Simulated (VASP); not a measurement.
Ru, 2 atoms in the cell. It takes space group P6_3/mmc (No. 194, hexagonal). The conventional cell has a = 2.651 Å, b = 2.651 Å, c = 4.194 Å, α = 90.00°, β = 90.00°, γ = 120.00°. Within 3.4 Å of Ru (site symmetry -6m2) lie 12 Ru at 2.60 to 2.65 Å.  This cell differs from its parent crystal: volume scaled by 0.94.

| Quantity | Value |
| --- | --- |
| Program | VASP 6.6.1 |
| Task | single point |
| Functional | LDA |
| Potentials or basis | VASP PAW LDA potentials, release 64 (Ru_pv) |
| Cutoff | 520 eV |
| k mesh | 11 × 11 × 6 |
| Occupations | fermi-dirac, width 0.05 eV |
| Spin | no spin polarisation |
| Dipole correction | no |
| Further INCAR settings | ALGO = Normal; EDIFF = 1e-07; NBANDS = 21 |

Potentials or basis: VASP PAW LDA potentials, release 64 (Ru_pv).

Run with:

```sh
$ cat potpaw_LDA.64/Ru_pv/POTCAR > POTCAR
$ mpirun -np 1 vasp_std > vasp.out
```

Hardware: 1 thread of Intel(R) Xeon(R) 6975P-C (Granite Rapids), with other jobs on the host.

Estimate the wall time of this run.

Run time: 10 s on 1 thread of Intel(R) Xeon(R) 6975P-C (Granite Rapids), with other jobs on the host, peak memory 0.14 GiB. Counts: scf iterations 12, k points 64.
